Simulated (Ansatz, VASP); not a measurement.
# MnS: VASP beside Ansatz

POSCAR

```
MnS
1.0
    3.9760016100      0.0000000000      0.0000000000
   -1.9880008000      3.4433184000      0.0000000000
    0.0000000000      0.0000000000      6.4320005000
Mn S
2 2
Direct
    0.3333333333      0.6666666667      0.0000000000
    0.6666666667      0.3333333333      0.5000000000
    0.3333333333      0.6666666667      0.3850000000
    0.6666666667      0.3333333333      0.8850000000
```

File INCAR.step1:

```
ALGO = Normal
EDIFF = 1E-4
ENCUT = 520
GGA = PE
ISMEAR = 0
ISPIN = 2
LASPH = T
LCHARG = F
LDAU = T
LDAUJ = 0 0
LDAUL = 2 -1
LDAUTYPE = 2
LDAUU = 2.5 0
LMAXMIX = 4
LREAL = F
LWAVE = T
MAGMOM = 4.81 4.81 0.07 0.07
NBANDS = 31
NELM = 150
PREC = Accurate
SIGMA = 0.05
```

File INCAR.step2:

```
ALGO = Normal
EDIFF = 1E-6
ENCUT = 520
ISIF = 2
ISMEAR = 0
ISPIN = 2
ISTART = 1
LASPH = T
LCHARG = T
LDAU = T
LDAUJ = 0 0
LDAUL = 2 -1
LDAUPRINT = 1
LDAUTYPE = 2
LDAUU = 2.5 0
LELF = T
LMAXMIX = 4
LMIXTAU = T
LORBIT = 11
LREAL = F
LVHAR = T
LWAVE = F
MAGMOM = 4.81 4.81 0.07 0.07
METAGGA = R2SCAN
NBANDS = 31
NELM = 150
PREC = Accurate
SIGMA = 0.05
```

File KPOINTS:

```
k-points
0
Gamma
  6 6 3
```

Input for Ansatz:

```yaml
crystal:
  lattice:
    - [3.97600161, 0.0, 0.0]
    - [-1.9880008, 3.4433184, 0.0]
    - [0.0, 0.0, 6.4320005]
  atoms:
    - { symbol: Mn, position: [0.3333333333, 0.6666666667, 0.0], spin: 5.0 }
    - { symbol: Mn, position: [0.6666666667, 0.3333333333, 0.5], spin: 5.0 }
    - { symbol: S, position: [0.3333333333, 0.6666666667, 0.385] }
    - { symbol: S, position: [0.6666666667, 0.3333333333, 0.885] }
basis:
  ecutwfc: 500
  ecutrho_ratio: 4
kpoints:
  mp_grid: { grid: [6, 6, 3] }
hamiltonian:
  xc: r2scan
  hubbard:
    sites:
      - { site: 0, l: d, u_eff: 2.5, starting_ns: [{ spin: up, occupation_matrix: s0up }, { spin: down, occupation_matrix: s0down }] }
      - { site: 1, l: d, u_eff: 2.5, starting_ns: [{ spin: up, occupation_matrix: s1up }, { spin: down, occupation_matrix: s1down }] }
    occupation_matrices:
      s0up:
        matrix:
          - [0.97, 0.0, 0.0, 0.0, 0.0]
          - [0.0, 0.97, 0.0, 0.0, 0.0]
          - [0.0, 0.0, 0.97, 0.0, 0.0]
          - [0.0, 0.0, 0.0, 0.97, 0.0]
          - [0.0, 0.0, 0.0, 0.0, 0.97]
      s0down:
        matrix:
          - [0.02, 0.0, 0.0, 0.0, 0.0]
          - [0.0, 0.02, 0.0, 0.0, 0.0]
          - [0.0, 0.0, 0.02, 0.0, 0.0]
          - [0.0, 0.0, 0.0, 0.02, 0.0]
          - [0.0, 0.0, 0.0, 0.0, 0.02]
      s1up:
        matrix:
          - [0.97, 0.0, 0.0, 0.0, 0.0]
          - [0.0, 0.97, 0.0, 0.0, 0.0]
          - [0.0, 0.0, 0.97, 0.0, 0.0]
          - [0.0, 0.0, 0.0, 0.97, 0.0]
          - [0.0, 0.0, 0.0, 0.0, 0.97]
      s1down:
        matrix:
          - [0.02, 0.0, 0.0, 0.0, 0.0]
          - [0.0, 0.02, 0.0, 0.0, 0.0]
          - [0.0, 0.0, 0.02, 0.0, 0.0]
          - [0.0, 0.0, 0.0, 0.02, 0.0]
          - [0.0, 0.0, 0.0, 0.0, 0.02]
    ns_hold: { iters: 12 }
scf:
  occupations: { method: gaussian, width: 0.05 }
  lower_state_search: "off"
  max_iter: 150
output:
  forces: true
  stress: true
  eigenvalues: true
  populations: true
  hubbard: { sites: [{ site: 0, l: d }, { site: 1, l: d }] }
magnetization:
  spin_polarized: true
```

Alike in both runs: task single point; functional r2SCAN; k mesh 6 × 6 × 3; occupations gaussian, width 0.05 eV; collinear spin; Hubbard terms Mn d U = 2.5 eV.

|  | VASP | Ansatz |
| --- | --- | --- |
| version | VASP 6.6.1 | Ansatz 0.2.0 |
| potentials or method | VASP PAW PBE potentials, release 64 (Mn_pv, S), cutoff 520 eV | scalar-relativistic, plane waves, PAW |
| valence electrons in the cell | 38 | 42 |

```csv
,VASP,Ansatz,Ansatz less VASP
gap on the k mesh at the Fermi level (eV),1.74,1.72,-0.023
least direct gap on the mesh (eV),1.74,1.72,-0.023
pressure (GPa),3.7,3.6,-0.13
"traceless stress, the component that is largest in VASP (GPa)",-1.72,-1.63,+0.090
rms of the force components (eV/Å),0.137,0.141,+0.0036
net moment per atom (μB),2.50,2.50,0.000
size of the moment on the site where the two differ most (μB),4.58,4.37,-0.203
```

VASP's potentials were made for PBE, not for r2SCAN. Site moments also hang on the region over which each program counts them. The programs project onto different local orbitals, so the same U acts differently, and such runs can settle in different states. Atom by atom the forces differ by 0.004 eV/Å (rms over components). VASP's potentials hold 38 valence electrons a cell and Ansatz's 42, so a difference there can come from the potentials and not from the codes. Ansatz's warnings: stability check not made.
